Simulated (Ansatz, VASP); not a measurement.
Given: the input of a run of VASP 6.6.1 on C.

File POSCAR:

```
C
1.0
    4.2551700000      0.0000000000      0.0000000000
    0.0000000000      4.2551700000      0.0000000000
    0.0000000000      0.0000000000      1.2822900000
C
1
Direct
    0.5000000000      0.5000000000      0.5000000000
```

The input INCAR.step1:

```
ALGO = Normal
EDIFF = 1E-5
ENCUT = 600
GGA = PE
ISMEAR = -1
LASPH = True
LCHARG = False
LREAL = False
LWAVE = True
NBANDS = 8
NELM = 80
PREC = Accurate
SIGMA = 0.05
```

The input INCAR.step2:

```
AEXX = 1.0
AGGAC = 0.0
ALDAC = 0.0
ALGO = Normal
EDIFF = 1E-6
EDIFFG = -0.01
ENCUT = 600
GGA = PE
IBRION = 2
ISIF = 3
ISMEAR = -1
ISTART = 1
LASPH = True
LCHARG = False
LHFCALC = True
LREAL = False
LWAVE = False
NELM = 80
NSW = 60
PREC = Accurate
PRECFOCK = Normal
SIGMA = 0.05
```

File KPOINTS:

```
k-points
0
Gamma
  3 3 10
```

Potentials or basis: VASP PAW PBE potentials, release 64 (C).

Run with:

```console
$ cat potpaw_PBE.64/C/POTCAR > POTCAR
$ cp INCAR.step1 INCAR
$ mpirun -np 1 vasp_std > vasp.out
$ cp INCAR.step2 INCAR
$ mpirun -np 1 vasp_std > vasp.out
```

Question: Translate it to Ansatz 0.2.0. Potentials there: Ansatz PAW.

Answer: As run (the cutoff follows the program's own potentials):

Contents of input:

```
crystal:
  lattice:
    - [4.25517, 0.0, 0.0]
    - [0.0, 4.25517, 0.0]
    - [0.0, 0.0, 1.28229]
  atoms:
    - { symbol: C, position: [0.5, 0.5, 0.5] }
hamiltonian:
  xc: hf
  pseudopotentials: { kind: paw }
kpoints:
  mp_grid: { grid: [3, 3, 10] }
scf:
  occupations: { method: fermi_dirac, width: 0.05 }
output:
  forces: true
  stress: true
  eigenvalues: true
relax:
  f_tol: 0.01
  max_steps: 40
  cell: { stress_tol: 0.05 }
```

Both were run:

|  | VASP | Ansatz | Ansatz less VASP |
| --- | --- | --- | --- |
| relaxed volume (Å³/atom) | 22.78 | 28.26 | +5.486 |
| relaxed length of the cell vector where the two differ most in proportion (Å) | 4.255 | 4.740 | +0.4844 |

VASP's potentials were made for PBE, not for HF. One of these differences is far larger than is usual between the two programs; its cause wasn't traced.

The k mesh is coarse, so the values compare programs but aren't converged. Noted on Ansatz's run: the volume moved by over 15 % at a fixed basis, so the end points are rough; odd divisions of the mesh miss points on the zone boundary, where band edges often lie, so the gap on the mesh can be too wide; the plane-wave basis is chosen anew once the cell has moved, so the energies of steps on either side of that aren't comparable.
